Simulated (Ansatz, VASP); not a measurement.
One calculation of PbF2, two programs

Contents of INCAR:

```
SYSTEM = PbF2
ALGO = Normal
EDIFF = 1E-6
ENCUT = 520
GGA = PE
ISIF = 2
ISMEAR = 0
LASPH = .TRUE.
LCHARG = .FALSE.
LREAL = .FALSE.
LWAVE = .FALSE.
NBANDS = 21
NELM = 80
PREC = Accurate
SIGMA = 0.01
```

Contents of KPOINTS:

```
k-points
0
G
  6 6 6
  0 0 0
```

File POSCAR:

```
PbF2
1.0
    0.0000000000      2.9458082816      2.9458082816
    2.9458082816      0.0000000000      2.9458082816
    2.9458082816      2.9458082816      0.0000000000
Pb F
1 2
Direct
    0.0000000000      0.0000000000      0.0000000000
    0.2500000000      0.2500000000      0.2500000000
    0.7500000000      0.7500000000      0.7500000000
```

Input for Ansatz:

```yaml
crystal:
  lattice:
    - [0.0, 2.9458082816, 2.9458082816]
    - [2.9458082816, 0.0, 2.9458082816]
    - [2.9458082816, 2.9458082816, 0.0]
  atoms:
    - { symbol: Pb, position: [0.0, 0.0, 0.0] }
    - { symbol: F, position: [0.25, 0.25, 0.25] }
    - { symbol: F, position: [0.75, 0.75, 0.75] }
kpoints:
  mp_grid: { grid: [6, 6, 6] }
hamiltonian:
  xc: pbe
scf:
  occupations: { method: fixed }
  n_extra_bands: 4
output:
  forces: true
  stress: true
  eigenvalues: true
```

Alike in both runs: task single point; functional PBE; k mesh 6 × 6 × 6; no spin polarisation.

|  | VASP | Ansatz |
| --- | --- | --- |
| version | VASP 6.6.1 | Ansatz 0.2.0 |
| potentials or method | VASP PAW PBE potentials, release 64 (Pb_d, F) | plane waves, PAW |
| plane-wave cutoff (eV) | 520 | 420 |
| occupations | gaussian, width 0.01 eV | fixed |
| valence electrons in the cell | 28 | 28 |

|  | VASP | Ansatz | Ansatz less VASP |
| --- | --- | --- | --- |
| gap on the k mesh at the Fermi level (eV) | 4.44 | 4.44 | +0.004 |
| pressure (GPa) | 4.0 | 4.2 | +0.20 |

Neither program's run includes spin-orbit coupling.
